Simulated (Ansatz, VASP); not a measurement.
# One calculation of TiO, two programs

```
CELL_PARAMETERS angstrom
3.01506 0.00000 0.00000
-1.50753 2.61112 0.00000
0.00000 0.00000 2.89133
ATOMIC_POSITIONS crystal
Ti 0.66667 0.33333 0.00000
O 0.00000 0.00000 0.50000
```

Alike in both runs: functional r2SCAN; k mesh 18 × 18 × 14; occupations gaussian, width 0.1 eV; collinear spin; Hubbard terms Ti d U = 4.0 eV.

Ansatz relaxed the structure, and its values are those at the end. VASP's run is a single point on that final structure, the one shown.

|  | VASP | Ansatz |
| --- | --- | --- |
| version | VASP 6.6.1 | Ansatz 0.2.0 |
| potentials or method | VASP PAW PBE potentials, release 64 (Ti_sv, O), cutoff 520 eV | scalar-relativistic, plane waves, PAW |
| valence electrons in the cell | 18 | 18 |

|  | VASP | Ansatz | Ansatz less VASP |
| --- | --- | --- | --- |
| gap on the k mesh at the Fermi level (eV) | none | none | - |
| pressure (GPa) | -20.8 | 0.0 | +20.79 |
| net moment per atom (μB) | 0.00 | 1.00 | +1.000 |
| size of the moment on the site where the two differ most (μB) | 0.00 | 1.40 | +1.401 |

The net moments are unlike, so the other rows may belong to different states. VASP's potentials were made for PBE, not for r2SCAN. Site moments also hang on the region over which each program counts them. The programs project onto different local orbitals, so the same U acts differently, and such runs can settle in different states. A gap of «none» marks a metal or a gap that the smearing closes. Ansatz's warnings: filled band counts differ across k points.
